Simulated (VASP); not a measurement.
Runs of VASP 6.6.1 on CoSi (zincblende type). The structure is that of space group F-43m (No. 216), or close to it. The cells are those of the table. 

```csv
task,cell,cutoff (eV),gap on the mesh (eV),pressure (GPa)
relaxation of cell and atoms,"relaxed to 210 GPa from a = 2.878 Å, angles 60.0°, 2 atoms",600,none,210.1
single point,"a = 2.954 Å, angles 60.0°, 2 atoms",520,none,(a)
relaxation of cell and atoms,"relaxed to 210 GPa from a = 2.954 Å, angles 60.0°, 2 atoms",600,none,210.0
single point,"a = 2.955 Å, angles 60.0°, 2 atoms",520,none,213.5
```

Alike in all rows: level PBE; potentials or basis VASP PAW PBE potentials, release 64 (Co, Si); no spin polarisation; k mesh 15 × 15 × 15; smearing fermi-dirac 0.05 eV.

Question: Estimate the missing entries.

Answer: (a) 214.2.

Caveats: the run has no spin polarisation, though such a crystal can be magnetic; the cell is relaxed towards a set pressure, so the run minimises the enthalpy, not the energy (at least some runs); the cell stands under pressure (at least some runs).

A gap of «none» marks levels without a gap at the run's occupations.
